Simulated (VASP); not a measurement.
Write the native input for VASP 6.6.1 that does the following.

| Quantity | Value |
| --- | --- |
| Task | single point |
| Functional | PBE |
| Potentials or basis | VASP PAW PBE potentials, release 64 (Fe, O) |
| Cutoff | 520 eV |
| k mesh | 16 × 16 × 16 |
| Occupations | gaussian, width 0.1 eV |
| Spin | collinear spin, ferromagnetic start |
| Starting moments | [3.79, 0.35] μB |
| Dipole correction | no |
| Further INCAR settings | ALGO = Normal; EDIFF = 1e-06; NBANDS = 18 |

The structure of FeO lies in POSCAR:

```
FeO
1.0
    0.0000000000      2.1104324948      2.1104324948
    2.1104324948      0.0000000000      2.1104324948
    2.1104324948      2.1104324948      0.0000000000
Fe O
1 1
Direct
    0.0000000000      0.0000000000      0.0000000000
    0.5000000000      0.5000000000      0.5000000000
```

The input as run:

INCAR

```
  PREC = Accurate
  ENCUT = 520
  EDIFF = 1E-6
  ISMEAR = 0
  SIGMA = 0.1
  LREAL = F
  LASPH = T
  NELM = 150
  ALGO = Normal
  ISIF = 2
  LWAVE = F
  LCHARG = F
  ISPIN = 2
  MAGMOM = 3.79 0.35
  LORBIT = 11
  LMAXMIX = 4
  GGA = PE
  NBANDS = 18
```

KPOINTS

```
regular mesh
0
Gamma
  16 16 16
```

Potentials or basis: VASP PAW PBE potentials, release 64 (Fe, O).

Launch:

```bash
$ cat potpaw_PBE.64/Fe/POTCAR potpaw_PBE.64/O/POTCAR > POTCAR
$ mpirun -np 1 vasp_std > vasp.out
```

Results of the run:

The pressure is 13.5 GPa and the band gap on the k mesh is zero (filled and empty bands overlap). The net moment is 4.00 μB per cell and the site moments are Fe +3.61; O +0.32 μB. The valence electrons inside the program's atomic spheres are Fe 6.84; O 5.03.

Caveat: the cell stands under pressure; a cell with one magnetic atom can't hold antiferromagnetic order, which such compounds often take; semilocal functionals often make such compounds metallic where correlation or magnetic order opens a gap, which also shifts bond lengths.

Run time: 3.3 min on 1 thread of Intel Xeon 8259CL, on a shared host, peak memory 0.21 GiB.
